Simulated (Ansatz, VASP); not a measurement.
In: VASP beside Ansatz

```
CELL_PARAMETERS angstrom
3.38922 0.00000 0.00000
-1.69461 2.93515 0.00000
0.00000 0.00000 11.06048
ATOMIC_POSITIONS crystal
In 0.00000 0.00000 0.00000
In 0.33333 0.66667 0.25000
In 0.00000 0.00000 0.50000
In 0.66667 0.33333 0.75000
```

Alike in both runs: functional PBE; k mesh 12 × 12 × 4; occupations gaussian, width 0.1 eV; no spin polarisation.

Ansatz relaxed the structure, and its values are those at the end. VASP's run is a single point on that final structure, the one shown.

```csv
,VASP,Ansatz
version,VASP 6.6.1,Ansatz 0.2.0
potentials or method,"VASP PAW PBE potentials, release 64 (In_d), cutoff 500 eV","scalar-relativistic, plane waves, PAW"
valence electrons in the cell,52,52
```

```tsv
	VASP	Ansatz	Ansatz less VASP
gap on the k mesh at the Fermi level (eV)	none	none	-
pressure (GPa)	-0.1	0.0	+0.04
```

A gap of «none» marks a metal or a gap that the smearing closes. With one functional, cell and mesh, what is left measures potentials, basis and numerics.
